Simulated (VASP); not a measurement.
# Si3Ge (P-4m2) in VASP: notebook, part 2 of 3

VASP 6.6.1. Earlier steps stand in the parts before.

### Step 3. Single point, PBE

This run uses another cell than the first one, of 21.17 Å³/atom.

Input file INCAR:

```
  PREC = Accurate
  ENCUT = 500
  EDIFF = 1E-6
  ISMEAR = 0
  SIGMA = 0.1
  LREAL = False
  LASPH = True
  NELM = 120
  ALGO = Normal
  ISIF = 2
  LWAVE = False
  LCHARG = False
  GGA = PE
  NBANDS = 21
  GGA_COMPAT = False
```

Input file KPOINTS:

```
regular mesh
0
Gamma
  6 6 4
```

Input file POSCAR:

```
Si3Ge
1.0
    3.9157765130      0.0000000000      0.0000000000
    0.0000000000      3.9157765130      0.0000000000
    0.0000000000      0.0000000000      5.5214465675
Si Ge
3 1
Direct
    0.0000000000      0.5000000000      0.7440854079
    0.5000000000      0.0000000000      0.2559145921
    0.5000000000      0.5000000000      0.5000000000
    0.0000000000      0.0000000000      0.0000000000
```

Potentials or basis: VASP PAW PBE potentials, release 64 (Si, Ge_d).

Run with:

```
$ cat potpaw_PBE.64/Si/POTCAR potpaw_PBE.64/Ge_d/POTCAR > POTCAR
$ mpirun -np 1 vasp_std > vasp.out
```

OUTCAR:

```text
PREC = Accurate
   ENCUT = 500
   EDIFF = 1E-6
   ISMEAR = 0
   LREAL = False
   LASPH = True
   NELM = 120
   ISIF = 2
   GGA = PE

 ion  position               nearest neighbor table
   1  0.000  0.500  0.744-   3 2.38   3 2.38   4 2.41   4 2.41
   2  0.500  0.000  0.256-   3 2.38   3 2.38   4 2.41   4 2.41
   3  0.500  0.500  0.500-   1 2.38   2 2.38   2 2.38   1 2.38
   4  0.000  0.000  0.000-   1 2.41   2 2.41   1 2.41   2 2.41

  LATTYP: Found a simple tetragonal cell.
 ALAT       =     3.9157765130
 C/A-ratio  =     1.4100515055

  Lattice vectors:

 A1 = (   3.9157765130,   0.0000000000,   0.0000000000)
 A2 = (   0.0000000000,   3.9157765130,   0.0000000000)
 A3 = (   0.0000000000,   0.0000000000,   5.5214465675)

Analysis of symmetry for initial positions (statically):
=====================================================================
 Subroutine PRICEL returns:
 Original cell was already a primitive cell.

 Routine SETGRP: Setting up the symmetry group for a
 simple tetragonal supercell.

 Subroutine GETGRP returns: Found  8 space group operations
 (whereof  8 operations were pure point group operations)
 out of a pool of 16 trial point group operations.

The static configuration has the point symmetry D_2d.

Analysis of symmetry for dynamics (positions and initial velocities):
=====================================================================
 Subroutine PRICEL returns:
 Original cell was already a primitive cell.

 Routine SETGRP: Setting up the symmetry group for a
 simple tetragonal supercell.

 Subroutine GETGRP returns: Found  8 space group operations
 (whereof  8 operations were pure point group operations)
 out of a pool of 16 trial point group operations.

The dynamic configuration has the point symmetry D_2d.

 Subroutine INISYM returns: Found  8 space group operations
 (whereof  8 operations are pure point group operations),
 and found     1 'primitive' translations

----------------------------------------------------------------------------------------

                                     Primitive cell

  volume of cell :      84.6620

  direct lattice vectors                    reciprocal lattice vectors
     3.915776513  0.000000000  0.000000000     0.255377189  0.000000000  0.000000000
     0.000000000  3.915776513  0.000000000     0.000000000  0.255377189  0.000000000
     0.000000000  0.000000000  5.521446567     0.000000000  0.000000000  0.181111958

  length of vectors
     3.915776513  3.915776513  5.521446567     0.255377189  0.255377189  0.181111958

  position of ions in fractional coordinates (direct lattice)
     0.000000000  0.500000000  0.744085408
     0.500000000  0.000000000  0.255914592
     0.500000000  0.500000000  0.500000000
     0.000000000  0.000000000  0.000000000

  ion indices of the primitive-cell ions
   primitive index   ion index
                 1           1
                 2           2
                 3           3
                 4           4

----------------------------------------------------------------------------------------

 KPOINTS: regular mesh

Automatic generation of k-mesh.
 Grid dimensions read from file:
 generate k-points for:    6    6    4

 Generating k-lattice:

  Cartesian coordinates                     Fractional coordinates (reciprocal lattice)
     0.042562865  0.000000000  0.000000000     0.166666667  0.000000000  0.000000000
     0.000000000  0.042562865  0.000000000     0.000000000  0.166666667  0.000000000
     0.000000000  0.000000000  0.045277990     0.000000000  0.000000000  0.250000000

  Length of vectors
     0.042562865  0.042562865  0.045277990

  Shift w.r.t. Gamma in fractional coordinates (k-lattice)
     0.000000000  0.000000000  0.000000000

 Subroutine IBZKPT returns following result:
 ===========================================

 Found     30 irreducible k-points:

 Following reciprocal coordinates:
            Coordinates               Weight
  0.000000  0.000000  0.000000      1.000000
  0.166667  0.000000  0.000000      4.000000
  0.333333  0.000000  0.000000      4.000000
  0.500000  0.000000  0.000000      2.000000
  0.166667  0.166667  0.000000      4.000000
  0.333333  0.166667  0.000000      8.000000
[... 16 lines left out ...]
  0.333333  0.000000  0.500000      4.000000
  0.500000  0.000000  0.500000      2.000000
 [... further k-points ...]
   k-points           NKPTS =     30   k-points in BZ     NKDIM =     30   number of bands    NBANDS=     21
   number of dos      NEDOS =    301   number of ions     NIONS =      4
   total plane-waves  NPLWV =  36000
   dimension x,y,z NGX =    30 NGY =   30 NGZ =   40
   dimension x,y,z NGXF=    60 NGYF=   60 NGZF=   80
   ions per type =               3   1
   NGX,Y,Z   is equivalent  to a cutoff of  12.74, 12.74, 12.04 a.u.
   NGXF,Y,Z  is equivalent  to a cutoff of  25.47, 25.47, 24.09 a.u.
 SYSTEM =  unknown system
   PREC   = accura    normal or accurate (medium, high low for compatibility)
   ISTART =      0    job   : 0-new  1-cont  2-samecut
   ICHARG =      2    charge: 1-file 2-atom 10-const
   ISPIN  =      1    spin polarized calculation?
   LNONCOLLINEAR =      F non collinear calculations
   LSORBIT =      F    spin-orbit coupling
   LASPH  =      T    aspherical Exc in radial PAW
   ENCUT  =  500.0 eV  36.75 Ry    6.06 a.u.   7.14  7.14 10.07*2*pi/ulx,y,z
   NELM   =    120;   NELMIN=  2; NELMDL= -5     # of ELM steps
   EDIFF  = 0.1E-05   stopping-criterion for ELM
   LREAL  =      F    real-space projection
   EDIFFG = 0.1E-04   stopping-criterion for IOM
   NSW    =      0    number of steps for IOM
   IBRION =     -1    ionic relax: 0-MD 1-quasi-New 2-CG
   NFREE  =      0    steps in history (QN), initial steepest desc. (CG)
   ISIF   =      2    stress and relaxation
   ISYM   =      2    0-nonsym 1-usesym 2-fastsym
   POTIM  = 0.5000    time-step for ionic-motion
   TEBEG  =    0.0;   TEEND  =   0.0 temperature during run
   PSTRESS=    0.0 pullay stress
   NELECT =      26.0000    total number of electrons
   NUPDOWN=      -1.0000    fix difference up-down
   EMIN   =  10.00;   EMAX   =-10.00  energy-range for DOS
   EFERMI =   0.00;   METHOD = LEGACY
   ISMEAR =     0;   SIGMA  =   0.10  broadening in eV -4-tet -1-fermi 0-gaus
   EFERMI_NEDOS =   21; number of points for ismear=-14 and -15
   IALGO  =     38    algorithm
   IMIX   =      4    mixing-type and parameters
     AMIX     =   0.40;   BMIX     =  1.00
     AMIX_MAG =   1.60;   BMIX_MAG =  1.00
  volume/ion in A,a.u.               =      21.17       142.83
  Fermi-wavevector in a.u.,A,eV,Ry     =   1.104510  2.087222 16.598329  1.219943
  Thomas-Fermi vector in A             =   2.240984
   LORBIT       =      0    0 simple, 1 ext, 2 COOP (PROOUT), +10 PAW based schemes
   GGA     = PE    functional components
   LHFCALC =     F    Hartree Fock is set to
   AEXX    =    0.0000 exact exchange contribution
   IVDW    =     0    specifies the selected vdW correction
   LEPSILON=     F    determine dielectric tensor
   LRPA    =     F    only Hartree local field effects (RPA)
 non-spin polarized calculation
 Gauss-broadening in eV      SIGMA  =   0.10
  energy-cutoff  :      500.00
  volume of cell :       84.66
 maximum number of plane-waves:      2180
 NGX is ok and might be reduce to    30
   NGX = 15   NGY = 15   NGZ = 21

 number of electron      26.0000016 magnetization

 Free energy of the ion-electron system (eV)
  ---------------------------------------------------
  ext. energy  EPLUGINS =         0.00000000
  ---------------------------------------------------
  free energy    TOTEN  =       -20.71739172 eV

  energy without entropy =      -20.71736844  energy(sigma->0) =      -20.71738008

 E-fermi :   5.5750     XC(G=0):  -9.4562

 val. band max:        5.3680687153   @ k =   0.0000   0.0000   0.0000
 cond. band min:       5.7636886986   @ k =   0.5000   0.5000   0.0000
 fundamental gap:      0.3956199833
 Fermi energy:         5.5749546056

 k-point     1 :       0.0000    0.0000    0.0000
  band No.  band energies     occupation
      1     -18.8366      2.00000
      2     -18.8284      2.00000
      3     -18.8284      2.00000
      4     -18.8090      2.00000
      5     -18.8040      2.00000
      6      -6.6543      2.00000
[... 550 lines left out ...]
      5     -18.8058      2.00000
      6      -4.6488      2.00000
[... 13 lines left out ...]
     20      12.7777      0.00000
     21      13.0268      0.00000

 [... further k-points ...]

------------------------ aborting loop because EDIFF is reached ----------------------------------------

  FORCE on cell =-STRESS in cart. coord.  units (eV):
  Direction    XX          YY          ZZ          XY          YZ          ZX
  --------------------------------------------------------------------------------------
  -------------------------------------------------------------------------------------
  Total       -0.0543838     -0.0543838     -0.0613742      0.0000000     -0.0000000      0.0000000
  in kB       -1.0291802     -1.0291802     -1.1614693      0.0000000     -0.0000000      0.0000000
  external PRESSURE =      -1.0732766 kB  Pullay stress =       0.0000000 kB

 VOLUME and BASIS-vectors are now :
 -----------------------------------------------------------------------------
  energy-cutoff  :      500.00
  volume of cell :       84.66
      direct lattice vectors                 reciprocal lattice vectors
     3.915776513  0.000000000  0.000000000     0.255377189  0.000000000  0.000000000
     0.000000000  3.915776513  0.000000000     0.000000000  0.255377189  0.000000000
     0.000000000  0.000000000  5.521446567     0.000000000  0.000000000  0.181111958

 POSITION                                       TOTAL-FORCE (eV/Angst)
 -----------------------------------------------------------------------------------
      0.00000      1.95789      4.10843        -0.000000     -0.000000      0.002495
      1.95789      0.00000      1.41302         0.000000     -0.000000     -0.002495
      1.95789      1.95789      2.76072         0.000000      0.000000      0.000000
      0.00000      0.00000      0.00000         0.000000     -0.000000      0.000000
 -----------------------------------------------------------------------------------
    total drift:                                0.000000     -0.000000      0.000000

  FREE ENERGIE OF THE ION-ELECTRON SYSTEM (eV)
  ---------------------------------------------------
  free  energy   TOTEN  =       -20.7173917189 eV

  energy  without entropy=      -20.7173684380  energy(sigma->0) =      -20.71738008
```

OSZICAR:

```text
N       E                     dE             d eps       ncg     rms          rms(c)
DAV:   1     0.151903943577E+03    0.15190E+03   -0.11725E+04  1544   0.191E+03
DAV:   2     0.379189062180E+00   -0.15152E+03   -0.14412E+03  1376   0.516E+02
DAV:   3    -0.202335828499E+02   -0.20613E+02   -0.20418E+02  1547   0.103E+02
DAV:   4    -0.209845412229E+02   -0.75096E+00   -0.75043E+00  1532   0.210E+01
DAV:   5    -0.210033351064E+02   -0.18794E-01   -0.18793E-01  1623   0.366E+00    0.612E+00
DAV:   6    -0.208060644994E+02    0.19727E+00   -0.10164E-01  1475   0.194E+00    0.370E+00
DAV:   7    -0.207142682666E+02    0.91796E-01   -0.19848E-01  1410   0.231E+00    0.232E-01
DAV:   8    -0.207164073308E+02   -0.21391E-02   -0.14815E-02  1517   0.996E-01    0.140E-01
DAV:   9    -0.207172999101E+02   -0.89258E-03   -0.17010E-03  1451   0.272E-01    0.828E-02
DAV:  10    -0.207173416272E+02   -0.41717E-04   -0.77243E-05  1564   0.632E-02    0.466E-02
DAV:  11    -0.207173919885E+02   -0.50361E-04   -0.92485E-05  1405   0.569E-02    0.169E-02
DAV:  12    -0.207173917189E+02    0.26959E-06   -0.26236E-06  1506   0.153E-02
   1 F= -.20717392E+02 E0= -.20717380E+02  d E =-.232809E-04
```

stdout:

```text
POSCAR found type information on POSCAR SiGe
 POSCAR found :  2 types and       4 ions
 scaLAPACK will be used
 LDA part: xc-table for (Slater+PW92), standard interpolation
 POSCAR, INCAR and KPOINTS ok, starting setup
 FFT: planning ... GRIDC
 FFT: planning ... GRID_SOFT
 FFT: planning ... GRID
 WAVECAR not read
 entering main loop
```

Run time: 16 s. Hardware: 1 thread of Intel Xeon 6975P-C (Granite Rapids), shared host; peak memory 0.2 GiB.

What came out:

```yaml
Free_energy: -20.7174 eV
Pressure: -0.1 GPa
Band_gap_on_the_k_mesh: 0.40 eV (least direct gap 0.67 eV)
```

Forces in eV/Å, atoms in the order of the input:
```
Si   0.000  0.000  0.002
Si   0.000  0.000 -0.002
Si   0.000  0.000  0.000
Ge   0.000  0.000  0.000
```

A k mesh can miss the band edges.

### Step 4. Relaxation of cell and atoms, PBE

Input file INCAR:

```
SYSTEM = Si3Ge
PREC = Accurate
ENCUT = 500
EDIFF = 1E-7
ISMEAR = 0
SIGMA = 0.1
LREAL = .FALSE.
LASPH = .TRUE.
NELM = 120
ALGO = Normal
ISIF = 3
LWAVE = .FALSE.
LCHARG = .FALSE.
GGA = PE
IBRION = 2
NSW = 90
EDIFFG = -0.04
GGA_COMPAT = .FALSE.
NELMIN = 4
```

Input file KPOINTS:

```
Automatic mesh
0
G
  6 6 4
  0 0 0
```

Input file POSCAR:

```
Si3Ge
1.0
    3.5797151400      0.0000000000      0.0000000000
    0.0000000000      3.5797151400      0.0000000000
    0.0000000000      0.0000000000      5.0624817100
Si Ge
3 1
Direct
    0.0000000000      0.5000000000      0.7500000000
    0.5000000000      0.0000000000      0.2500000000
    0.5000000000      0.5000000000      0.5000000000
    0.0000000000      0.0000000000      0.0000000000
```

Run with:

```
$ cat potpaw_PBE.64/Si/POTCAR potpaw_PBE.64/Ge_d/POTCAR > POTCAR
$ mpirun -np 1 vasp_std > vasp.out
```

Wall time 66 s (1 thread of Intel Xeon 6975P-C (Granite Rapids), shared host); peak memory 0.19 GiB.

The run converged. Its results:

```
Free energy                           : -20.7059 eV
Relaxed volume                        : 21.18 Å³/atom
Relaxed cell                          : a = 3.916 Å, b = 3.916 Å, c = 5.523 Å, α = 90.00°, β = 90.00°, γ = 90.00°
Space group after relaxing (to 0.1 Å) : P-4m2 (No. 115)
Energy gained by relaxing             : 469.8 meV/atom
Ionic steps                           : 8
Pressure after relaxing               : -0.2 GPa
Largest force after relaxing          : 0.008 eV/Å
Band gap on the k mesh                : 0.39 eV (least direct gap 0.67 eV)
```

Forces on the atoms (eV/Å):
```
Si   0.000  0.000  0.008
Si   0.000  0.000 -0.008
Si   0.000  0.000  0.000
Ge   0.000  0.000  0.000
```

Step by step:
| step | energy change (eV) | largest force (eV/Å) | pressure (GPa) | volume (Å³) |
| --- | --- | --- | --- | --- |
| 1 | 0.0000 | 0.7935 | 38.10 | 64.87 |
| 2 | -0.8110 | 0.0552 | -11.20 | 108.23 |
| 3 | -1.8773 | 0.1270 | -0.56 | 85.07 |
| 4 | -1.8782 | 0.1334 | -0.16 | 84.63 |
| 5 | -1.8779 | 0.1398 | 0.26 | 84.20 |
| 6 | -1.8789 | 0.0485 | 0.33 | 84.16 |
| 7 | -1.8790 | 0.0041 | 0.36 | 84.14 |
| 8 | -1.8793 | 0.0079 | -0.21 | 84.70 |

Final structure:
```
Si Ge
1.0
     3.91635    0.00000    0.00000
     0.00000    3.91635    0.00000
     0.00000    0.00000    5.52251
Si Ge
3 1
Direct
  0.00000 0.50000 0.74403
  0.50000 0.00000 0.25597
  0.50000 0.50000 0.50000
  0.00000 0.00000 0.00000
```

Levels at points of the mesh, in eV from the valence-band top:
```tsv
k point	band 9	band 10	band 11	band 12	band 13	band 14	band 15	band 16	band 17
(0.00, 0.00, 0.00)	-2.87	-2.87	-0.03	0.00	0.00	0.67	0.84	2.24	2.54
(0.50, 0.00, 0.00)	-5.48	-3.72	-3.64	-1.52	-1.21	2.13	2.52	4.59	4.77
(0.50, 0.50, 0.00)	-7.81	-2.91	-2.84	-2.84	-2.77	0.39	0.86	0.86	1.03
(0.00, 0.00, 0.50)	-3.55	-2.04	-2.04	-1.75	-1.75	0.92	1.25	3.07	3.18
(0.50, 0.00, 0.50)	-6.84	-1.43	-1.24	-1.20	-1.07	0.89	1.33	3.23	3.34
(0.50, 0.50, 0.50)	-7.65	-3.79	-3.78	-3.78	-3.71	4.20	4.38	4.38	4.55
```

Caveat: the volume moved by over 15 % at a fixed basis, so the end points are rough. A k mesh can miss the band edges.

(Part 2 of 3 ends here.)
